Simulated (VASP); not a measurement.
A run of VASP 6.6.1 is set up as follows.

The input INCAR:

```
SYSTEM = B32HN32
PREC = Accurate
ENCUT = 520
EDIFF = 1E-6
ISMEAR = -1
SIGMA = 0.05
LREAL = Auto
LASPH = .True.
NELM = 120
ALGO = Normal
ISIF = 2
LWAVE = .False.
LCHARG = .True.
GGA = PS
LELF = .True.
LVHAR = .True.
NELECT = 256.0
ISYM = -1
NBANDS = 166
GGA_COMPAT = .False.
```

The input KPOINTS:

```
explicit points
1
Reciprocal
  0.25000000   0.25000000   0.25000000 1
```

Contents of POSCAR:

```
B32HN32
1.0
    7.2115910000      0.0000000000      0.0000000000
    0.0000000000      7.2115910000      0.0000000000
    0.0000000000      0.0000000000      7.2115910000
B N H
32 32 1
Direct
    0.9984750000      0.0002290000      0.0017690000
    0.9996680000      0.9991550000      0.5028020000
    0.9973690000      0.5007310000      0.0011060000
    0.9982580000      0.5000340000      0.5021030000
    0.4976880000      0.9976340000      0.0015000000
    0.5002730000      0.9954410000      0.5061930000
    0.4978890000      0.5081680000      0.9924700000
    0.4970420000      0.4999020000      0.5043180000
    0.2468290000      0.2473680000      0.0003260000
    0.2485600000      0.2511970000      0.5028220000
    0.2470190000      0.7517820000      0.0005060000
    0.2478940000      0.7500680000      0.5023240000
    0.7493420000      0.2511660000      0.0020350000
    0.7532310000      0.2464930000      0.5067160000
    0.7488320000      0.7500450000      0.0013890000
    0.7489960000      0.7487420000      0.5025040000
    0.2480060000      0.9976420000      0.2511610000
    0.2482940000      0.0002390000      0.7519770000
    0.2389840000      0.5081840000      0.2514100000
    0.2476210000      0.5007350000      0.7508500000
    0.7527100000      0.9954230000      0.2537420000
    0.7493120000      0.9991420000      0.7531540000
    0.7508270000      0.4998900000      0.2505360000
    0.7485990000      0.5000170000      0.7517730000
    0.9990800000      0.2497060000      0.2521470000
    0.9990250000      0.2498570000      0.7525100000
    0.9970120000      0.7511480000      0.2517880000
    0.9981920000      0.7500760000      0.7516900000
    0.5222640000      0.2171680000      0.2757420000
    0.4986520000      0.2496990000      0.7525740000
    0.4983150000      0.7497870000      0.2518090000
    0.4983120000      0.7511430000      0.7505100000
    0.1248540000      0.1253920000      0.1279030000
    0.1245350000      0.1257050000      0.6271350000
    0.1197060000      0.6290060000      0.1262570000
    0.1232450000      0.6252160000      0.6267420000
    0.6255270000      0.1219830000      0.1282220000
    0.6245910000      0.1240720000      0.6287760000
    0.6231350000      0.6249650000      0.1264970000
    0.6235200000      0.6244900000      0.6267050000
    0.3621570000      0.3923940000      0.1156510000
    0.3737000000      0.3749630000      0.6274070000
    0.3735300000      0.8746020000      0.1270330000
    0.3737150000      0.8752270000      0.6273960000
    0.8739090000      0.3749590000      0.1272120000
    0.8744030000      0.3750560000      0.6279040000
    0.8739020000      0.8752180000      0.1272290000
    0.8739660000      0.8748510000      0.6274770000
    0.3747300000      0.1220090000      0.3790150000
    0.3744120000      0.1253900000      0.8783460000
    0.3730020000      0.6249680000      0.3766410000
    0.3727510000      0.6290160000      0.8731830000
    0.8752800000      0.1240760000      0.3780930000
    0.8736330000      0.1256950000      0.8780410000
    0.8732070000      0.6244820000      0.3770300000
    0.8732450000      0.6252090000      0.8767580000
    0.1238390000      0.3756810000      0.3763300000
    0.1238880000      0.3756210000      0.8773910000
    0.1239170000      0.8750040000      0.3773390000
    0.1232120000      0.8762890000      0.8767250000
    0.6255860000      0.3718020000      0.3790920000
    0.6228280000      0.3756770000      0.8773250000
    0.6244760000      0.8735850000      0.3779770000
    0.6238390000      0.8749990000      0.8774280000
    0.4643980000      0.3925490000      0.2177570000
```

Potentials or basis: VASP PAW PBE potentials, release 64 (B, N, H).

Command:

```bash
$ cat potpaw_PBE.64/B/POTCAR potpaw_PBE.64/N/POTCAR potpaw_PBE.64/H/POTCAR > POTCAR
$ mpirun -np 1 vasp_std > vasp.out
```

(1) Estimate the largest force.

## Answers

(1) 0.040 eV/Å.

Caveat: the cell carries a net charge on a neutralising background, which shifts energy and pressure; the PAW data sets were made with another functional, which shifts forces and pressure a little.
